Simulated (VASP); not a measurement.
Wanted: the native input for a VASP 6.6.1 run.

| Property | Result |
| --- | --- |
| Task | single point |
| Functional | PBE |
| Potentials or basis | VASP PAW PBE potentials, release 64 (Zr_sv) |
| Cutoff | 520 eV |
| k mesh | 6 × 6 × 4 |
| Occupations | gaussian, width 0.1 eV |
| Spin | no spin polarisation |
| Dipole correction | no |
| Further INCAR settings | ALGO = Normal; EDIFF = 1e-07; NBANDS = 19 |

The structure of Zr lies in POSCAR:

```
Zr
1.0
    3.2320000000      0.0000000000      0.0000000000
   -1.6160000000      2.7989941050      0.0000000000
    0.0000000000      0.0000000000      5.1470000000
Zr
2
Direct
    0.3333333333      0.6666666667      0.2500000000
    0.6666666667      0.3333333333      0.7500000000
```

One way to write it, as run:

INCAR

```
PREC     = Accurate       # precision mode
ENCUT    = 520            # plane-wave cutoff, eV
EDIFF    = 1E-7           # SCF threshold, eV
ISMEAR   = 0              # smearing method
SIGMA    = 0.1            # smearing width, eV
LREAL    = F              # projectors in reciprocal space
LASPH    = T              # aspherical terms in the spheres
NELM     = 100            # most SCF steps
ALGO     = Normal         # electronic algorithm
ISIF     = 2              # what is computed and relaxed
LWAVE    = F              # write WAVECAR
LCHARG   = T              # write CHGCAR
GGA      = PE             # functional
LELF     = T              # ELF
LVHAR    = T            
NBANDS   = 19             # bands
```

KPOINTS

```
Automatic mesh
0
Gamma
  6 6 4
```

Potentials or basis: VASP PAW PBE potentials, release 64 (Zr_sv).

Launch:

```bash
$ cat potpaw_PBE.64/Zr_sv/POTCAR > POTCAR
$ mpirun -np 1 vasp_std > vasp.out
```

It gave:

```yaml
Pressure: 0.3 GPa
Band_gap_on_the_k_mesh: zero (band 12 reaches 9.86 eV, above the bottom of band 13 at 8.96 eV)
```

Caveat: the k points lie up to 0.37 Å⁻¹ apart.

It took 6.4 s on 1 thread of Intel(R) Xeon(R) 6975P-C (Granite Rapids), with other jobs on the host, peak memory 0.15 GiB.
